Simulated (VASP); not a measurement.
AlN (vib): single point with LDA

The system is AlN (vib).

```
CELL_PARAMETERS angstrom
0.00000 2.18399 2.18399
2.18399 0.00000 2.18399
2.18399 2.18399 0.00000
ATOMIC_POSITIONS crystal
Al 0.00000 0.00000 0.00000
N 0.25000 0.25000 0.25000
```

```yaml
Program: VASP 6.6.1
Task: single point
Functional: LDA
Potentials_or_basis: VASP PAW LDA potentials, release 64 (Al, N)
Cutoff: 600 eV
k_mesh: 8 × 8 × 8
Occupations: gaussian, width 0.1 eV
Spin: no spin polarisation
```

```yaml
Pressure: -3.1 GPa
Band_gap_on_the_k_mesh: 3.22 eV, indirect (least direct gap 4.23 eV)
```

Levels at points of the mesh, in eV from the valence-band top:
```
           k point  band 2  band 3  band 4  band 5  band 6  band 7
(0.00, 0.00, 0.00)    0.00    0.00    0.00    4.23   12.33   12.33
(0.50, 0.00, 0.00)   -5.91   -0.49   -0.49    7.27    9.77   10.96
(0.50, 0.50, 0.00)   -4.96   -1.79   -1.79    3.22    8.41   13.75
```

Wall time 7.3 s on 1 thread of Intel Xeon 6975P-C, on a shared host, peak memory 0.14 GiB.

A k mesh can miss the band edges. As with any semilocal functional, this LDA gap is likely too small.
